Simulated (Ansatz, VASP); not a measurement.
Ga2BSb3 in VASP and in Ansatz

The input INCAR:

```
SYSTEM = Ga2BSb3
PREC     = Accurate       ! precision mode
ENCUT    = 600            ! plane-wave cutoff, eV
EDIFF    = 1E-6           ! SCF threshold, eV
ISMEAR   = 0              ! smearing method
SIGMA    = 0.1            ! smearing width, eV
LREAL    = .FALSE.        ! projectors in reciprocal space
LASPH    = .TRUE.         ! aspherical terms in the spheres
NELM     = 60             ! most SCF steps
ALGO     = Normal         ! electronic algorithm
ISIF     = 3              ! what is computed and relaxed
LWAVE    = .FALSE.        ! write WAVECAR
LCHARG   = .FALSE.        ! write CHGCAR
GGA      = PE             ! functional
IBRION   = 2              ! ionic algorithm
NSW      = 90             ! ionic steps
EDIFFG   = -0.04          ! ionic threshold
```

The input KPOINTS:

```
Automatic mesh
0
G
  4 4 2
  0 0 0
```

POSCAR

```
Ga2BSb3
1.0
    4.0828762900      0.0000000000      0.0000000000
    0.0000000000      4.0828762900      0.0000000000
    0.0000000000      0.0000000000      8.4511006600
Ga B Sb
2 1 3
Direct
    0.0000000000      0.5000000000      0.0000000000
    0.5000000000      0.0000000000      0.0000000000
    0.5000000000      0.5000000000      0.5000000000
    0.0000000000      0.0000000000      0.8348444100
    0.0000000000      0.0000000000      0.1651555900
    0.5000000000      0.5000000000      0.0000000000
```

Input for Ansatz:

```yaml
crystal:
  lattice:
    - [4.08287629, 0.0, 0.0]
    - [0.0, 4.08287629, 0.0]
    - [0.0, 0.0, 8.45110066]
  atoms:
    - { symbol: Ga, position: [0.0, 0.5, 0.0] }
    - { symbol: Ga, position: [0.5, 0.0, 0.0] }
    - { symbol: B, position: [0.5, 0.5, 0.5] }
    - { symbol: Sb, position: [0.0, 0.0, 0.83484441] }
    - { symbol: Sb, position: [0.0, 0.0, 0.16515559] }
    - { symbol: Sb, position: [0.5, 0.5, 0.0] }
basis:
  ecutwfc: 420
kpoints:
  mp_grid: { grid: [4, 4, 2] }
hamiltonian:
  xc: pbe
scf:
  occupations: { method: gaussian, width: 0.1 }
  lower_state_search: "off"
output:
  forces: true
  stress: true
  eigenvalues: true
relax:
  adjacent_minimum: "off"
  f_tol: 0.04
  max_steps: 70
  cell: { stress_tol: 0.4 }
```

Alike in both runs: task relaxation of cell and atoms; functional PBE; k mesh 4 × 4 × 2; occupations gaussian, width 0.1 eV; no spin polarisation.

```csv
,VASP,Ansatz
version,VASP 6.6.1,Ansatz 0.2.0
potentials or method,"VASP PAW PBE potentials, release 64 (Ga_d, B, Sb), cutoff 600 eV","scalar-relativistic, plane waves, PAW"
valence electrons in the cell,44,74
```

```csv
,VASP,Ansatz,Ansatz less VASP
"gap on the k mesh at the Fermi level, each at its own relaxed structure (eV)",none,none,-
relaxed volume (Å³/atom),29.33,33.18,+3.847
relaxed cell length with the largest relative difference (Å),5.402,6.295,+0.8931
```

A gap of «none» marks a metal or a gap that the smearing closes. One of these differences is far larger than is usual between the two programs; its cause wasn't traced. VASP's potentials hold 44 valence electrons a cell and Ansatz's 74, so a difference there can come from the potentials and not from the codes.

The k mesh is coarse, so the values compare programs but aren't converged. Spin-orbit coupling is off throughout. Noted on VASP's run: the volume moved by over 15 % at a fixed basis, so the end points are rough.
